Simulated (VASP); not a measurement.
SnTe (l):

```xyz
2
Lattice="0.0000 3.1858 3.1858 3.1858 0.0000 3.1858 3.1858 3.1858 0.0000" Properties=species:S:1:pos:R:3 pbc="T T T"
Sn    0.0000    0.0000    0.0000
Te    3.1858    3.1858    3.1858
```

```yaml
Program: VASP 6.6.1
Task: relaxation of cell and atoms
Functional: LDA
Potentials_or_basis: VASP PAW LDA potentials, release 64 (Sn_d, Te)
Cutoff: 500 eV
k_mesh: 12 × 12 × 12
Occupations: gaussian, width 0.1 eV
Spin: no spin polarisation
```

At the start: pressure -2.8 GPa; volume 32.33 Å³/atom.

Question: Where does the relaxation end?

Answer: Over 3 steps the energy falls by 18.3 meV/atom and the volume is 30.35 Å³/atom (-6.1 %); space group Fm-3m (No. 225, to 0.05 Å).

The path:
| step | energy change (eV) | largest force (eV/Å) | pressure (GPa) | volume (Å³) |
| --- | --- | --- | --- | --- |
| 1 | 0.0000 | 0.0000 | -2.80 | 64.67 |
| 2 | -0.0329 | 0.0000 | 1.03 | 59.52 |
| 3 | -0.0366 | 0.0000 | 0.00 | 60.70 |

Final structure:
```yaml
crystal:
  lattice:
    - [0.00000, 3.11921, 3.11921]
    - [3.11921, 0.00000, 3.11921]
    - [3.11921, 3.11921, 0.00000]
  atoms:
    - { symbol: Sn, position: [0.00000, 0.00000, 0.00000] }
    - { symbol: Te, position: [0.50000, 0.50000, 0.50000] }
```
